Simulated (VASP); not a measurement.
EuS:

```
CELL_PARAMETERS angstrom
4.21223 0.00000 0.00000
2.10612 3.64790 0.00000
2.10612 1.21597 3.43928
ATOMIC_POSITIONS crystal
Eu 0.00000 0.00000 0.00000
S 0.50000 0.50000 0.50000
```

* Program: VASP 6.6.1
* Task: relaxation of cell and atoms
* Functional: PBEsol
* Potentials or basis: VASP PAW PBE potentials, release 64 (Eu, S)
* Cutoff: 600 eV
* k mesh: 6 × 6 × 6
* Occupations: fermi-dirac, width 0.1 eV
* Spin: collinear spin, ferromagnetic start
* Starting moments: [7.0, 0.0] μB

At the start: pressure -5.8 GPa; volume 26.42 Å³/atom.

Problem. Where does the relaxation end?

Solution. Over 3 steps the energy falls by 61.6 meV/atom and the volume is 23.38 Å³/atom (-11.5 %); space group Fm-3m (No. 225, to 0.1 Å) before and after; moment 6.89 μB per cell.

The path:
```tsv
step	energy change (eV)	largest force (eV/Å)	pressure (GPa)	volume (Å³)
1	0.0000	0.0000	-5.79	52.85
2	-0.1196	0.0000	1.27	45.87
3	-0.1231	0.0000	0.02	46.75
```

Final structure:
```yaml
crystal:
  lattice:
    - [4.04370, 0.00000, 0.00000]
    - [2.02185, 3.50195, 0.00000]
    - [2.02185, 1.16732, 3.30167]
  atoms:
    - { symbol: Eu, position: [0.00000, 0.00000, 0.00000] }
    - { symbol: S, position: [0.50000, 0.50000, 0.50000] }
```

Caveat: the PAW data sets were made with another functional, which shifts forces and pressure a little; a cell with one magnetic atom can't hold antiferromagnetic order, which such compounds often take; semilocal functionals describe open f shells poorly, which spoils levels, moments and volumes.
